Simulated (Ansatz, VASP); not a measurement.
# Sb2N: VASP beside Ansatz

```xyz
3
Lattice="3.4504 0.0000 0.0000 0.0000 3.4504 0.0000 0.0000 0.0000 4.9496" Properties=species:S:1:pos:R:3 pbc="T T T"
Sb    1.7252    1.7252    2.4748
Sb    0.0000    0.0000    0.0000
N     0.0000    0.0000    2.4748
```

Alike in both runs: task relaxation of cell and atoms; functional PBE; k mesh 14 × 14 × 10; occupations gaussian, width 0.1 eV; no spin polarisation.

```csv
,VASP,Ansatz
version,VASP 6.6.1,Ansatz 0.2.0
potentials or method,"VASP PAW PBE potentials, release 64 (Sb, N), cutoff 600 eV","scalar-relativistic, plane waves, PAW"
valence electrons in the cell,15,35
```

VASP gave:

* gap on the k mesh at the Fermi level, each at its own relaxed structure (eV): none
* relaxed volume (Å³/atom): 19.58
* relaxed length of the cell vector where the two differ most in proportion (Å): 4.945

Q: What did Ansatz give for the same quantities?

A: gap on the k mesh at the Fermi level, each at its own relaxed structure (eV): none; relaxed volume (Å³/atom): 19.69; relaxed length of the cell vector where the two differ most in proportion (Å): 4.955.

A gap of «none» marks a metal or a gap that the smearing closes. VASP's potentials hold 15 valence electrons a cell and Ansatz's 35, so a difference there can come from the potentials and not from the codes.

Spin-orbit coupling is off throughout.
